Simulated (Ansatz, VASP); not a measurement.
**One calculation of ZnS, two programs**

```
Zn S
1.0
     3.85501    0.00000    0.00000
    -1.92750    3.33854    0.00000
     0.00000    0.00000   17.90845
Zn S
6 6
Direct
  0.00000 0.00000 0.00003
  0.00000 0.00000 0.50003
  0.33333 0.66667 0.16183
  0.66667 0.33333 0.66183
  0.66667 0.33333 0.33328
  0.33333 0.66667 0.83328
  0.00000 0.00000 0.12511
  0.00000 0.00000 0.62511
  0.33333 0.66667 0.29164
  0.66667 0.33333 0.79164
  0.66667 0.33333 0.45813
  0.33333 0.66667 0.95813
```

Alike in both runs: task single point; functional PBEsol; k mesh 9 × 9 × 2; occupations gaussian, width 0.05 eV; no spin polarisation.

```csv
,VASP,Ansatz
version,VASP 6.6.1,Ansatz 0.2.0
potentials or method,"VASP PAW PBE potentials, release 64 (Zn, S), cutoff 520 eV","scalar-relativistic, plane waves, PAW"
valence electrons in the cell,108,108
```

```tsv
	VASP	Ansatz	Ansatz less VASP
gap on the k mesh at the Fermi level (eV)	1.99	1.98	-0.004
least direct gap on the mesh (eV)	1.99	1.98	-0.004
pressure (GPa)	0.5	0.3	-0.21
traceless stress, the component that is largest in VASP (GPa)	4.78	4.77	-0.017
rms of the force components (eV/Å)	0.258	0.256	-0.0021
```

VASP's potentials were made for PBE, not for PBEsol. Atom by atom the forces differ by 0.002 eV/Å (rms over components). With one functional, cell and mesh, what is left measures potentials, basis and numerics.
